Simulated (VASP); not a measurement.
NiBi, 4 atoms in the cell. Symmetry: P6_3/mmc, No. 194, hexagonal system. Conventional cell: a = 4.118 Å, b = 4.118 Å, c = 5.244 Å, α = 90.00°, β = 90.00°, γ = 120.00°. Ni (site symmetry -3m) has 2 Ni at 2.62 Å and 6 Bi at 2.71 Å within 3.5 Å. Bi (site symmetry -6m2) has 6 Ni at 2.71 Å and 6 Bi at 3.54 Å within 3.6 Å. 

```yaml
Program: VASP 6.6.1
Task: single point
Functional: LDA
Potentials_or_basis: VASP PAW LDA potentials, release 64 (Ni, Bi_d)
Cutoff: 520 eV
k_mesh: 6 × 6 × 4
Occupations: fermi-dirac, width 0.05 eV
Spin: collinear spin, ferromagnetic start
Starting_moments: "[0.66, 0.66, 0.13, 0.13] μB"
Fixed_moment: 1.8 μB
Dipole_correction: no
Further_INCAR_settings: ALGO = Normal; EDIFF = 1e-06; NBANDS = 37
```

Potentials or basis: VASP PAW LDA potentials, release 64 (Ni, Bi_d).

Run with:

```console
$ cat potpaw_LDA.64/Ni/POTCAR potpaw_LDA.64/Bi_d/POTCAR > POTCAR
$ mpirun -np 1 vasp_std > vasp.out
```

Hardware: 1 thread of Intel Xeon 8259CL, on a shared host.

Q: How long does it take, and how much memory?

A: Wall time 4 min on 1 thread of Intel Xeon 8259CL, with other jobs on the host, peak memory 0.2 GiB. Counts: scf iterations 14, k points 21.
